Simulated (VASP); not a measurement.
# Si (a cell with a defect) in VASP: notebook, part 2 of 2

VASP 6.6.1. The steps go on from the part before.

### Step 3. Single point, PBE+D3(BJ), collinear spin

File INCAR:

```
ALGO     = Normal         # electronic algorithm
EDIFF    = 1E-7           # SCF threshold, eV
ENCUT    = 520            # plane-wave cutoff, eV
GGA      = PE             # functional
ISIF     = 2              # what is computed and relaxed
ISMEAR   = 0              # smearing method
ISPIN    = 2              # spin polarisation
IVDW     = 12             # dispersion correction
LASPH    = T              # aspherical terms in the spheres
LCHARG   = F              # write CHGCAR
LORBIT   = 11             # projections on sites
LREAL    = Auto         
LUSENCCL = F            
LWAVE    = F              # write WAVECAR
MAGMOM   = 0 0 0 0 0 0 0 0 0 0 0 0.13 0 0 0 0 0 0 0 0 0 0 0 0 0 0 0 0 0 0 0 0 0 0 0.11 0 0 0 0 0 0 0 0 0 0 0 0 0 0 0 0 0 0 0 0 0 0 0 0 0 0 0 0 # initial moments
NBANDS   = 167            # bands
NELECT   = 251.0        
NELM     = 150            # most SCF steps
PREC     = Accurate       # precision mode
SIGMA    = 0.02           # smearing width, eV
```

File KPOINTS:

```
k-points
0
Gamma
  1 1 1
```

File POSCAR:

```
Si
1.0
   10.8600000000      0.0000000000      0.0000000000
    0.0000000000     10.8600000000      0.0000000000
    0.0000000000      0.0000000000     10.8600000000
Si
63
Direct
    0.5037932781     -0.0099027624      0.0096663904
    0.6262808471      0.1259090239      0.1257666667
    0.7512446593      0.2502249540     -0.0020181400
    0.8725728361      0.3766616943      0.1255601289
    0.7510826888      0.0017848066      0.2494775322
    0.8755145488      0.1266005525      0.3763895028
    0.0025512891     -0.0014450276      0.0015238490
    0.1318300184      0.1181124309      0.1267411602
    0.2510765193      0.2477534991      0.0011387661
    0.3748372007      0.3747252302      0.1247113260
    0.4996699816      0.4987447514     -0.0019507366
    0.6124374770      0.6370881215      0.1208581031
    0.7513586556      0.7503358195     -0.0018668508
    0.8749482505      0.8750667587      0.1249849908
    0.2623590239     -0.0115397790      0.2537014733
    0.3751563536      0.1267735727      0.3765730203
    0.5000728361      0.2507602210      0.2499494475
    0.6237817680      0.3777755064      0.3735006446
    0.7429242173      0.5074706262      0.2478490792
    0.8722488950      0.6269537753      0.3730969613
    0.4992346225      0.0018274401      0.5009673112
    0.6268541436      0.1259471455      0.6248896869
    0.7493781768      0.2526655617      0.4986153775
    0.8745140884      0.3752435543      0.6250589319
    0.7510436464      0.0021803867      0.7500705341
    0.8777759669      0.1242753223      0.8760326888
   -0.0006860037      0.4988913444     -0.0016639963
    0.1238075506      0.6236892265      0.1251282689
    0.2621372007      0.7463980663      0.0110790055
    0.4371656538      0.8132069061      0.1864766114
    0.0022434622      0.2488577348      0.2491093002
    0.1235799263      0.3753078269      0.3767308471
    0.2485918048      0.4995511050      0.2488404236
    0.3710445672      0.6351901473      0.3652061694
    0.6129131676      0.8790504604      0.3637204420
   -0.0009022099      0.0016738490      0.5010567219
    0.1254936464      0.1242168508      0.6269870166
    0.2482150092      0.2507988950      0.5007101289
    0.3739214549      0.3764287293      0.6241480663
    0.4986800184      0.5060761510      0.4938925414
    0.6240071823      0.6263142726      0.6223546961
    0.7433458564      0.7520018416      0.4929299263
    0.8726597606      0.8750715470      0.6240012891
    0.2508864641     -0.0008497238      0.7523522099
    0.3762216390      0.1193233886      0.8808836096
    0.5010126151      0.2488964088      0.7505850829
    0.6266500921      0.3747157459      0.8739546041
    0.7493917127      0.5012560773      0.7476893186
    0.8757467772      0.6237876611      0.8736339779
   -0.0000689687      0.7503768877      0.2496821363
    0.1234860037      0.8751805709      0.3765080110
   -0.0029725599      0.5012656538      0.4986079190
    0.1238723757      0.6232243094      0.6245652855
    0.2485879374      0.7514031308      0.5004957643
    0.3746902394      0.8754883978      0.6256375691
    0.0003589319      0.2502537753      0.7495961326
    0.1254640884      0.3728680479      0.8760388582
    0.2480894107      0.4994663904      0.7497246777
    0.3755851750      0.6236337017      0.8736491713
    0.5002191529      0.7499736648      0.7490732965
    0.6262822284      0.8741409761      0.8741823204
    0.0023257827      0.7503366483      0.7507345304
    0.1315726519      0.8734600368      0.8818172192
```

Potentials or basis: VASP PAW PBE potentials, release 64 (Si).

Command:

```console
cat potpaw_PBE.64/Si/POTCAR > POTCAR
mpirun -np 1 vasp_gam > vasp.out
```

Wall time 2.5 min (1 × NVIDIA H100 80GB with 1 thread of AMD EPYC 7R13 (Zen 3), shared host); peak memory 2 GiB.

Results (log left out):

* Free energy: -357.7656 eV
* Largest force: 0.051 eV/Å
* Net moment: 1.00 μB per cell
* Site moments: Si +0.01, +0.00, -0.00, +0.06, +0.04, -0.01 (each value once) μB
* Valence electrons inside the program's atomic spheres: Si 1.62, 1.69, 1.67, 1.70, 1.63, 1.46 (each value once)
* Dispersion energy per atom: -0.317 eV

Forces on the atoms (eV/Å):
```
Si   0.017  0.030 -0.036
Si  -0.006 -0.010  0.012
Si   0.010 -0.002 -0.004
Si  -0.016  0.002  0.001
Si   0.008  0.005 -0.007
Si  -0.004  0.001  0.001
Si   0.006 -0.007  0.006
Si  -0.009  0.002 -0.012
Si   0.007 -0.002  0.002
Si  -0.001  0.000  0.005
Si   0.009 -0.018 -0.009
Si  -0.009 -0.007 -0.008
Si   0.020  0.004 -0.011
Si  -0.009 -0.003  0.003
Si   0.011  0.003  0.016
Si  -0.011  0.014  0.007
Si   0.001  0.003 -0.002
Si  -0.006 -0.002 -0.003
Si   0.013 -0.007  0.013
Si  -0.002  0.006 -0.006
Si   0.008  0.002  0.008
Si  -0.014 -0.005  0.000
Si   0.009  0.000 -0.009
Si  -0.009 -0.003  0.006
Si   0.008  0.001  0.000
Si  -0.005 -0.002  0.006
Si   0.007  0.001  0.000
Si  -0.011 -0.005  0.007
Si   0.004 -0.011 -0.014
Si  -0.025  0.011 -0.011
Si   0.016  0.000 -0.002
Si  -0.011 -0.002  0.007
Si   0.011  0.014 -0.010
Si  -0.009 -0.033  0.038
Si  -0.002  0.008  0.020
Si   0.009 -0.006 -0.007
Si  -0.007 -0.005  0.001
Si   0.016 -0.003 -0.011
Si  -0.019 -0.003  0.009
Si   0.003  0.003 -0.004
Si  -0.007  0.003  0.001
Si   0.009 -0.004 -0.001
Si  -0.015  0.003  0.005
Si   0.005 -0.002  0.000
Si  -0.009 -0.002  0.005
Si   0.017  0.006 -0.009
Si  -0.013 -0.002  0.010
Si   0.007  0.005  0.000
Si  -0.005  0.003  0.005
Si   0.009  0.007 -0.006
Si  -0.018 -0.002  0.009
Si   0.002  0.001 -0.008
Si  -0.010 -0.002  0.002
Si   0.011  0.008 -0.012
Si  -0.004 -0.001  0.005
Si   0.014  0.001 -0.007
Si  -0.009 -0.001  0.009
Si   0.014  0.007  0.001
Si  -0.009 -0.002 -0.008
Si   0.003  0.002 -0.007
Si  -0.007 -0.007  0.008
Si   0.012 -0.001 -0.004
Si  -0.006  0.009  0.003
```

Levels at points of the mesh, in eV from the Fermi level:
Spin up:
| k point | band 124 | band 125 | band 126 | band 127 | band 128 | band 129 |
| --- | --- | --- | --- | --- | --- | --- |
| (0.00, 0.00, 0.00) | -0.92 | -0.68 | -0.03 | 0.03 | 0.19 | 0.26 |
Spin down:
```csv
k point,band 121,band 122,band 123,band 124,band 125,band 126,band 127,band 128,band 129,band 130
"(0.00, 0.00, 0.00)",-1.27,-1.26,-0.89,-0.88,-0.67,0.06,0.11,0.22,0.28,0.28
```

Caveat: the k points lie up to 0.58 Å⁻¹ apart; the cell carries a net charge on a neutralising background, which shifts energy and pressure; the cell is charged against a uniform background, so pressure and absolute levels hang on convention.
